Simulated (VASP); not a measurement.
# W4S7 (a cell with a defect) in VASP: notebook

Runs on W4S7 (a cell with a defect). Level: PBE+D3(BJ). Tasks: single point.

Program: VASP 6.6.1. These are calculated values, not measurements. Logs are shortened: lines on timing, memory, paths and dates and some standing lists are left out, and cuts for length are marked.

### Step 1. The cell of the first run

The cell holds a defect, 11 atoms: a = 6.314 Å, b = 6.314 Å, c = 7.055 Å, α = 63.41°, β = 63.41°, γ = 60.00°.

### Step 2. Single point, PBE+D3(BJ)

Contents of INCAR:

```
SYSTEM = W4S7
ALGO = Normal
EDIFF = 1E-6
ENCUT = 520
GGA = PE
ISIF = 2
ISMEAR = 0
IVDW = 12
LASPH = .True.
LCHARG = .True.
LELF = .True.
LREAL = .False.
LVHAR = .True.
LWAVE = .False.
NBANDS = 60
NELECT = 96.0
NELM = 100
PREC = Accurate
SIGMA = 0.05
```

Contents of KPOINTS:

```
k-points
0
Gamma
  6 6 6
  0 0 0
```

Contents of POSCAR:

```
W4S7
1.0
    3.1571976361     -5.4684267153      0.0000000000
   -3.1571976361     -5.4684267153      0.0000000000
    0.0000000000     -3.6456178102     -6.0395755976
W S
4 7
Direct
    0.4993440419      0.4993440419      0.0019678744
    0.9993440419      0.4993440419      0.0019678744
    0.4993440419      0.9993440419      0.0019678744
    0.9993440419      0.9993440419      0.0019678744
    0.2961834855      0.3516123880      0.6114495435
    0.7527816500      0.2527816500      0.7416550499
    0.2527816500      0.7527816500      0.7416550499
    0.7527816500      0.7527816500      0.7416550499
    0.5791743081      0.0791743081      0.2624770757
    0.0791743081      0.5791743081      0.2624770757
    0.5791743081      0.5791743081      0.2624770757
```

Potentials or basis: VASP PAW PBE potentials, release 64 (W_sv, S).

Started as:

```bash
$ cat potpaw_PBE.64/W_sv/POTCAR potpaw_PBE.64/S/POTCAR > POTCAR
$ mpirun -np 1 vasp_std > vasp.out
```

OUTCAR:

```text
SYSTEM = W4S7
   EDIFF = 1E-6
   ENCUT = 520
   GGA = PE
   ISIF = 2
   ISMEAR = 0
   IVDW = 12
   LASPH = .True.
   LREAL = .False.
   NELECT = 96.0
   NELM = 100
   PREC = Accurate
 IVDW          = 12

 ion  position               nearest neighbor table
   1  0.499  0.499  0.002-   8 2.41   7 2.41   6 2.41  11 2.41  10 2.41   9 2.41   4 3.16   4 3.16
                             3 3.16   2 3.16   2 3.16   3 3.16
   2  0.999  0.499  0.002-   7 2.41   8 2.41  10 2.41  11 2.41   5 2.81   3 3.16   3 3.16   4 3.16
                             4 3.16   1 3.16   1 3.16
   3  0.499  0.999  0.002-   6 2.41   8 2.41   9 2.41  11 2.41   5 3.00   2 3.16   2 3.16   1 3.16
                             4 3.16   1 3.16   4 3.16
   4  0.999  0.999  0.002-   6 2.41   7 2.41   9 2.41  10 2.41   1 3.16   1 3.16   2 3.16   2 3.16
                             3 3.16   3 3.16
   5  0.296  0.352  0.611-  11 2.60   2 2.81   3 3.00
   6  0.753  0.253  0.742-   3 2.41   1 2.41   4 2.41
   7  0.253  0.753  0.742-   2 2.41   1 2.41   4 2.41
   8  0.753  0.753  0.742-   1 2.41   2 2.41   3 2.41
   9  0.579  0.079  0.262-   3 2.41   1 2.41   4 2.41
  10  0.079  0.579  0.262-   2 2.41   1 2.41   4 2.41
  11  0.579  0.579  0.262-   1 2.41   2 2.41   3 2.41   5 2.60

  LATTYP: Found a trigonal (rhomboedric) cell.
 ALAT       =     7.0545731704
 COS(alpha) =     0.5994174297

  Lattice vectors:

 A1 = (  -3.1571976361,   1.8228089051,  -6.0395755976)
 A2 = (   3.1571976361,   1.8228089051,  -6.0395755976)
 A3 = (   0.0000000000,  -3.6456178102,  -6.0395755976)

Analysis of symmetry for initial positions (statically):
=====================================================================
 Subroutine PRICEL returns:
 Original cell was already a primitive cell.

 Routine SETGRP: Setting up the symmetry group for a
 trigonal (rhombohedral) supercell.

 Subroutine GETGRP returns: Found  1 space group operations
 (whereof  1 operations were pure point group operations)
 out of a pool of 12 trial point group operations.

The static configuration has the point symmetry C_1 .

Analysis of symmetry for dynamics (positions and initial velocities):
=====================================================================
 Subroutine PRICEL returns:
 Original cell was already a primitive cell.

 Routine SETGRP: Setting up the symmetry group for a
 trigonal (rhombohedral) supercell.

 Subroutine GETGRP returns: Found  1 space group operations
 (whereof  1 operations were pure point group operations)
[... 130 lines left out ...]
   PSTRESS=    0.0 pullay stress
   NELECT =      96.0000    total number of electrons
   NUPDOWN=      -1.0000    fix difference up-down
   EMIN   =  10.00;   EMAX   =-10.00  energy-range for DOS
   EFERMI =   0.00;   METHOD = LEGACY
   ISMEAR =     0;   SIGMA  =   0.05  broadening in eV -4-tet -1-fermi 0-gaus
   EFERMI_NEDOS =   21; number of points for ismear=-14 and -15
   IALGO  =     38    algorithm
   IMIX   =      4    mixing-type and parameters
     AMIX     =   0.40;   BMIX     =  1.00
     AMIX_MAG =   1.60;   BMIX_MAG =  1.00
  volume/ion in A,a.u.               =      18.96       127.94
  Fermi-wavevector in a.u.,A,eV,Ry     =   1.264052  2.388713 21.739773  1.597828
  Thomas-Fermi vector in A             =   2.397377
   LORBIT       =      0    0 simple, 1 ext, 2 COOP (PROOUT), +10 PAW based schemes
   GGA     = PE    functional components
   LHFCALC =     F    Hartree Fock is set to
   AEXX    =    0.0000 exact exchange contribution
   IVDW    =    12    specifies the selected vdW correction
   LEPSILON=     F    determine dielectric tensor
   LRPA    =     F    only Hartree local field effects (RPA)
 non-spin polarized calculation
 Gauss-broadening in eV      SIGMA  =   0.05
  energy-cutoff  :      520.00
  volume of cell :      208.55
 maximum number of plane-waves:      5644
   NGX = 23   NGY = 23   NGZ = 27

 number of electron      95.9999995 magnetization

 Free energy of the ion-electron system (eV)
  ---------------------------------------------------
  ext. energy  EPLUGINS =         0.00000000
  ---------------------------------------------------
  free energy    TOTEN  =       -96.84233591 eV

  energy without entropy =      -96.83574412  energy(sigma->0) =      -96.83904002

 E-fermi :   6.0514     XC(G=0): -10.5660

 val. band max:        6.0432049757   @ k =  -0.3333   0.1667   0.3333
 cond. band min:       6.0529553684   @ k =   0.5000   0.3333   0.1667
 fundamental gap:      0.0097503927
 Fermi energy:         6.0513914976

 k-point     1 :       0.0000    0.0000    0.0000
  band No.  band energies     occupation
      1     -68.1950      2.00000
      2     -68.1834      2.00000
      3     -68.1660      2.00000
      4     -67.9418      2.00000
      5     -32.5224      2.00000
      6     -32.5037      2.00000
[... 1501 lines left out ...]
     59       9.4787      0.00000
     60       9.7211      0.00000

 [... further k-points ...]

------------------------ aborting loop because EDIFF is reached ----------------------------------------

 Edisp (eV)   -4.45767

 E8    (eV) :    -1.8928

  FORCE on cell =-STRESS in cart. coord.  units (eV):
  Direction    XX          YY          ZZ          XY          YZ          ZX
  --------------------------------------------------------------------------------------
  -------------------------------------------------------------------------------------
  Total     -32.44478   -31.27741   -33.54478    -0.06011     0.55898     0.56822
  in kB    -249.26132  -240.29282  -257.71216    -0.46182     4.29441     4.36545
  external pressure =     -249.09 kB  Pullay stress =        0.00 kB

 VOLUME and BASIS-vectors are now :
 -----------------------------------------------------------------------------
  energy-cutoff  :      520.00
  volume of cell :      208.55
      direct lattice vectors                 reciprocal lattice vectors
     3.157197636 -5.468426715  0.000000000     0.158368293 -0.091433977  0.055191516
    -3.157197636 -5.468426715  0.000000000    -0.158368293 -0.091433977  0.055191516
     0.000000000 -3.645617810 -6.039575598     0.000000000  0.000000000 -0.165574548

 POSITION                                       TOTAL-FORCE (eV/Angst)
 -----------------------------------------------------------------------------------
      0.00000     -5.46843     -0.01189        -0.033469     -0.082642      0.237805
      1.57860     -8.20264     -0.01189         1.992691      1.038317      1.573479
     -1.57860     -8.20264     -0.01189        -1.998418      0.931859      1.232987
      0.00000    -10.93685     -0.01189        -0.082012     -2.031997      0.719742
     -0.17500     -5.77154     -3.69290         0.584245      0.973986     -3.788925
      1.57860     -8.20264     -4.47928         0.661919      0.083681     -0.170249
     -1.57860     -8.20264     -4.47928        -0.799883     -0.164149     -0.223217
      0.00000    -10.93685     -4.47928        -0.245132     -0.635793     -0.223564
      1.57860     -4.55702     -1.58525         0.435635      0.215142      0.101435
     -1.57860     -4.55702     -1.58525        -0.463556      0.179441      0.193330
      0.00000     -7.29124     -1.58525        -0.052019     -0.507845      0.347176
 -----------------------------------------------------------------------------------
    total drift:                               -0.000286      0.000151     -0.000103

  FREE ENERGIE OF THE ION-ELECTRON SYSTEM (eV)
  ---------------------------------------------------
  free  energy   TOTEN  =      -101.3000036008 eV

  energy  without entropy=     -101.2934118054  energy(sigma->0) =     -101.29670770
```

Run time: 15 min. Hardware: 1 thread of Intel Xeon 6975P-C (Granite Rapids), shared host; peak memory 1 GiB.

What came out:

```yaml
Free_energy: -101.3000 eV
Largest_force: 3.955 eV/Å
Dispersion_energy_per_atom: -0.405 eV
```

Forces in eV/Å, atoms in the order of the input:
```
W   -0.033 -0.083  0.238
W    1.993  1.038  1.573
W   -1.998  0.932  1.233
W   -0.082 -2.032  0.720
S    0.584  0.974 -3.789
S    0.662  0.084 -0.170
S   -0.800 -0.164 -0.223
S   -0.245 -0.636 -0.224
S    0.436  0.215  0.101
S   -0.464  0.179  0.193
S   -0.052 -0.508  0.347
```

Caveat: the cell carries a net charge on a neutralising background, which shifts energy and pressure; the cell differs from its parent crystal (atoms taken out, atom 5 moved -0.250 of the way to it and -0.350 Å across, host rigid); the cell is charged against a uniform background, so pressure and absolute levels hang on convention; spin-orbit coupling is left out, which moves the levels of the heavy elements.

### Step 3. Single point, PBE+D3(BJ)

Contents of INCAR:

```
SYSTEM = W4S7
  PREC = Accurate
  ENCUT = 520
  EDIFF = 1E-7
  ISMEAR = 0
  SIGMA = 0.05
  LREAL = .False.
  LASPH = .True.
  NELM = 100
  ALGO = Fast
  ISIF = 2
  LWAVE = .False.
  LCHARG = .True.
  GGA = PE
  IVDW = 12
  LELF = .True.
  LVHAR = .True.
  NELECT = 96.0
  NBANDS = 60
```

Contents of KPOINTS:

```
regular mesh
0
Gamma
  6 6 6
  0 0 0
```

Changes to POSCAR since step 2:

```diff
@@ -12,3 +12,3 @@
     0.9993440419      0.9993440419      0.0019678744
-    0.2961834855      0.3516123880      0.6114495435
+    0.0357724726      0.1466302777      1.3926825821
     0.7527816500      0.2527816500      0.7416550499
```

Potentials or basis: VASP PAW PBE potentials, release 64 (W_sv, S).

Started as:

```bash
$ cat potpaw_PBE.64/W_sv/POTCAR potpaw_PBE.64/S/POTCAR > POTCAR
$ mpirun -np 1 vasp_std > vasp.out
```

OUTCAR:

```text
SYSTEM = W4S7
   PREC = Accurate
   ENCUT = 520
   EDIFF = 1E-7
   ISMEAR = 0
   LREAL = .False.
   LASPH = .True.
   NELM = 100
   ISIF = 2
   GGA = PE
   IVDW = 12
   NELECT = 96.0
 IVDW          = 12

 ion  position               nearest neighbor table
   1  0.499  0.499  0.002-   8 2.41   7 2.41   6 2.41  11 2.41  10 2.41   9 2.41   4 3.16   4 3.16
                             3 3.16   2 3.16   2 3.16   3 3.16
   2  0.999  0.499  0.002-   7 2.41   8 2.41  10 2.41  11 2.41   5 2.68   3 3.16   3 3.16   4 3.16
                             4 3.16   1 3.16   1 3.16
[... 1748 lines left out ...]
  external pressure =     -239.00 kB  Pullay stress =        0.00 kB

 VOLUME and BASIS-vectors are now :
 -----------------------------------------------------------------------------
  energy-cutoff  :      520.00
  volume of cell :      208.55
      direct lattice vectors                 reciprocal lattice vectors
     3.157197636 -5.468426715  0.000000000     0.158368293 -0.091433977  0.055191516
    -3.157197636 -5.468426715  0.000000000    -0.158368293 -0.091433977  0.055191516
     0.000000000 -3.645617810 -6.039575598     0.000000000  0.000000000 -0.165574548

 POSITION                                       TOTAL-FORCE (eV/Angst)
 -----------------------------------------------------------------------------------
      0.00000     -5.46843     -0.01189        -0.054975     -0.126249     -0.426826
      1.57860     -8.20264     -0.01189         1.998265      1.197779     -1.542218
     -1.57860     -8.20264     -0.01189        -1.883097      0.624924     -0.617631
      0.00000    -10.93685     -0.01189        -0.264960     -2.011351     -0.318471
     -0.35000     -2.42903     -2.37164         1.066997      1.333730      3.025927
      1.57860     -8.20264     -4.47928         0.282863      0.384533     -0.647484
     -1.57860     -8.20264     -4.47928        -0.306374      0.236932     -0.242363
      0.00000    -10.93685     -4.47928        -0.033696     -0.503106      0.030920
      1.57860     -4.55702     -1.58525         0.641652      0.080954      0.253884
     -1.57860     -4.55702     -1.58525        -0.767596     -0.674400      0.268714
      0.00000     -7.29124     -1.58525        -0.679080     -0.543743      0.215546
 -----------------------------------------------------------------------------------
    total drift:                                0.000025      0.000184      0.000002

  FREE ENERGIE OF THE ION-ELECTRON SYSTEM (eV)
  ---------------------------------------------------
  free  energy   TOTEN  =      -100.7309397944 eV

  energy  without entropy=     -100.7251052451  energy(sigma->0) =     -100.72802252
```

stdout:

```text
POSCAR found type information on POSCAR W S
 POSCAR found :  2 types and      11 ions
 scaLAPACK will be used
 LDA part: xc-table for (Slater+PW92), standard interpolation
 POSCAR, INCAR and KPOINTS ok, starting setup
 FFT: planning ... GRIDC
 FFT: planning ... GRID_SOFT
 FFT: planning ... GRID
 WAVECAR not read
 entering main loop
 the old and the new charge density differ
 old charge density:    98.00000 new   96.00000
    0.466E+01
```

It took 51 min on 1 thread of Oxide Virtual Turin-like, shared host; peak memory 1 GiB.

What came out:

| Property | Result |
| --- | --- |
| Free energy | -100.7309 eV |
| Largest force | 3.475 eV/Å |
| Dispersion energy per atom | -0.405 eV |

Forces on the atoms (eV/Å):
```
W   -0.055 -0.126 -0.427
W    1.998  1.198 -1.542
W   -1.883  0.625 -0.618
W   -0.265 -2.011 -0.318
S    1.067  1.334  3.026
S    0.283  0.385 -0.647
S   -0.306  0.237 -0.242
S   -0.034 -0.503  0.031
S    0.642  0.081  0.254
S   -0.768 -0.674  0.269
S   -0.679 -0.544  0.216
```

Caveat: the cell carries a net charge on a neutralising background, which shifts energy and pressure; the cell differs from its parent crystal (atoms taken out, atom 5 moved 1.250 of the way to it and -0.700 Å across, host rigid); the cell is charged against a uniform background, so pressure and absolute levels hang on convention; spin-orbit coupling is left out, which moves the levels of the heavy elements.
